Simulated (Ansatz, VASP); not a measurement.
## C in VASP and in Ansatz

Contents of INCAR:

```
SYSTEM = C
  PREC = Accurate
  ENCUT = 520
  EDIFF = 1E-6
  ISMEAR = -1
  SIGMA = 0.02
  LREAL = .False.
  LASPH = .True.
  NELM = 100
  ALGO = Normal
  ISIF = 2
  LWAVE = .False.
  LCHARG = .False.
  LDIPOL = .True.
  IDIPOL = 3
  DIPOL = 0.5 0.5 0.500
  GGA = PS
  NBANDS = 21
```

Contents of KPOINTS:

```
Automatic mesh
0
Gamma
  10 7 1
  0 0 0
```

POSCAR

```
C
1.0
    2.5129241671      0.0000000000      0.0000000000
    0.0000000000      3.5538114383      0.0000000000
    0.0000000000      0.0000000000     18.5129000000
C
6
Direct
    0.7500000000      0.1250000000      0.4321304559
    0.2500000000      0.8750000000      0.4321304559
    0.2500000000      0.6250000000      0.5000000000
    0.7500000000      0.3750000000      0.5000000000
    0.7500000000      0.1250000000      0.5678695441
    0.2500000000      0.8750000000      0.5678695441
```

Input for Ansatz:

```yaml
crystal:
  lattice:
    - [2.5129241671, 0.0, 0.0]
    - [0.0, 3.5538114383, 0.0]
    - [0.0, 0.0, 18.5129]
  atoms:
    - { symbol: C, position: [0.75, 0.125, 0.4321304559] }
    - { symbol: C, position: [0.25, 0.875, 0.4321304559] }
    - { symbol: C, position: [0.25, 0.625, 0.5] }
    - { symbol: C, position: [0.75, 0.375, 0.5] }
    - { symbol: C, position: [0.75, 0.125, 0.5678695441] }
    - { symbol: C, position: [0.25, 0.875, 0.5678695441] }
kpoints:
  mp_grid: { grid: [10, 7, 1] }
scf:
  occupations: { method: fermi_dirac, width: 0.02 }
hamiltonian:
  xc: pbesol
  pseudopotentials: { kind: all_electron, lapw: { basis_error: 0.001 } }
output:
  forces: true
  stress: true
  eigenvalues: true
  populations: true
  dos: { projected: true, de: 0.2, e_range: [-14, 8] }
efield:
  axis: 3
  amplitude: 0
  dipole_correction: true
```

Alike in both runs: task single point; functional PBEsol; k mesh 10 × 7 × 1; occupations fermi-dirac, width 0.02 eV; no spin polarisation.

```csv
,VASP,Ansatz
version,VASP 6.6.1,Ansatz 0.2.0
potentials or method,"VASP PAW PBE potentials, release 64 (C), cutoff 520 eV","all-electron LAPW, scalar-relativistic"
```

|  | VASP | Ansatz | Ansatz less VASP |
| --- | --- | --- | --- |
| rms of the force components (eV/Å) | 2.192 | 2.205 | +0.0130 |

VASP's potentials were made for PBE, not for PBEsol. Atom by atom the forces differ by 0.020 eV/Å (rms over components). Ansatz ran all-electron here, and VASP with PAW potentials.
